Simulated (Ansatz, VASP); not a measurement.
# Two plane-wave programs on Zn7AuO8

```
Au Zn O
1.0
     6.49880    0.00000    0.00000
    -3.24940    5.62813    0.00000
     0.00000    0.00000    5.20380
Au Zn O
1 7 8
Direct
  0.20772 0.29027 0.05124
  0.16151 0.81993 0.99345
  0.67813 0.33655 0.99346
  0.66723 0.83077 0.00454
  0.32452 0.17339 0.46998
  0.33364 0.68722 0.51185
  0.81062 0.16422 0.51185
  0.82758 0.67038 0.49574
  0.14501 0.35283 0.42486
  0.15783 0.83570 0.37054
  0.66221 0.34011 0.37055
  0.66144 0.83643 0.38287
  0.35850 0.13955 0.82857
  0.34254 0.67634 0.88275
  0.82159 0.15542 0.88273
  0.83225 0.66580 0.87444
```

Alike in both runs: task single point; functional PBEsol; k mesh 3 × 3 × 3; occupations gaussian, width 0.05 eV; collinear spin; Hubbard terms Au d U = 3.0 eV.

```csv
,VASP,Ansatz
version,VASP 6.6.1,Ansatz 0.2.0
potentials or method,"VASP PAW PBE potentials, release 64 (Au, Zn, O), cutoff 600 eV","scalar-relativistic, plane waves, PAW"
valence electrons in the cell,143,151
```

```csv
,VASP,Ansatz,Ansatz less VASP
pressure (GPa),4.1,3.7,-0.36
"traceless stress, the component that is largest in VASP (GPa)",2.18,2.32,+0.141
rms of the force components (eV/Å),0.078,0.004,-0.0737
net moment per atom (μB),0.06,0.05,-0.011
size of the moment on the site where the two differ most (μB),0.32,0.18,-0.139
```

VASP's potentials were made for PBE, not for PBEsol. Site moments also hang on the region over which each program counts them. The programs project onto different local orbitals, so the same U acts differently, and such runs can settle in different states. Atom by atom the forces differ by 0.077 eV/Å (rms over components). VASP's potentials hold 143 valence electrons a cell and Ansatz's 151, so a difference there can come from the potentials and not from the codes. Ansatz's warnings: filled band counts differ across k points.

Spin-orbit coupling is off throughout.
